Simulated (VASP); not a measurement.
Set up this calculation in VASP 6.6.1, as the native input.

```yaml
Task: single point
Functional: revPBE
Potentials_or_basis: VASP PAW PBE potentials, release 64 (Li_sv)
Cutoff: 520 eV
k_mesh: 19 × 19 × 19
Occupations: fermi-dirac, width 0.1 eV
Spin: no spin polarisation
Dipole_correction: no
Further_INCAR_settings: ALGO = Normal; EDIFF = 1e-06; NBANDS = 8
```

The structure of Li lies in POSCAR:

```
Li
1.0
    2.7761941709      0.0000000000      0.0000000000
    0.0000000000      2.7761941709      0.0000000000
    0.0000000000      0.0000000000      2.7761941709
Li
1
Direct
    0.0000000000      0.0000000000      0.0000000000
```

These files were run (other wordings do the same):

INCAR

```
SYSTEM = Li
PREC = Accurate
ENCUT = 520
EDIFF = 1E-6
ISMEAR = -1
SIGMA = 0.1
LREAL = .False.
LASPH = .True.
NELM = 80
ALGO = Normal
ISIF = 2
LWAVE = .False.
LCHARG = .True.
GGA = RE
LELF = .True.
LVHAR = .True.
NBANDS = 8
```

KPOINTS

```
regular mesh
0
Gamma
  19 19 19
  0 0 0
```

Potentials or basis: VASP PAW PBE potentials, release 64 (Li_sv).

Launch:

```sh
$ cat potpaw_PBE.64/Li_sv/POTCAR > POTCAR
$ mpirun -np 1 vasp_std > vasp.out
```

Wall time 7.6 s on 1 thread of Intel(R) Xeon(R) 6975P-C (Granite Rapids) (shared host), peak memory 0.14 GiB.
